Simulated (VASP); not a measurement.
Here is a VASP 6.6.1 calculation.

File INCAR:

```
SYSTEM = TaAs
  PREC = Accurate
  ENCUT = 500
  EDIFF = 1E-6
  ISMEAR = -4
  SIGMA = 0.1
  LREAL = .FALSE.
  LASPH = .TRUE.
  NELM = 120
  ALGO = Normal
  ISIF = 2
  LWAVE = .FALSE.
  LCHARG = .TRUE.
  GGA = PE
  LELF = .TRUE.
  LVHAR = .TRUE.
  NBANDS = 15
  GGA_COMPAT = .FALSE.
```

The input KPOINTS:

```
Automatic mesh
0
G
  12 12 12
  0 0 0
```

File POSCAR:

```
TaAs
1.0
    0.0000000000      2.6328750318      2.6328750318
    2.6328750318      0.0000000000      2.6328750318
    2.6328750318      2.6328750318      0.0000000000
Ta As
1 1
Direct
    0.5000000000      0.5000000000      0.5000000000
    0.0000000000      0.0000000000      0.0000000000
```

Potentials or basis: VASP PAW PBE potentials, release 64 (Ta_pv, As).

Launch:

```sh
$ cat potpaw_PBE.64/Ta_pv/POTCAR potpaw_PBE.64/As/POTCAR > POTCAR
$ mpirun -np 1 vasp_std > vasp.out
```

(1) Estimate the pressure.

(2) What does it give for the band gap on the k mesh?

Answers

(1) 0.6 GPa.

(2) zero (bands 8 and 9 overlap by 2.17 eV).

Caveat: spin-orbit coupling is left out, which moves the levels of the heavy elements; tetrahedron occupations give inexact forces and stress in metals.
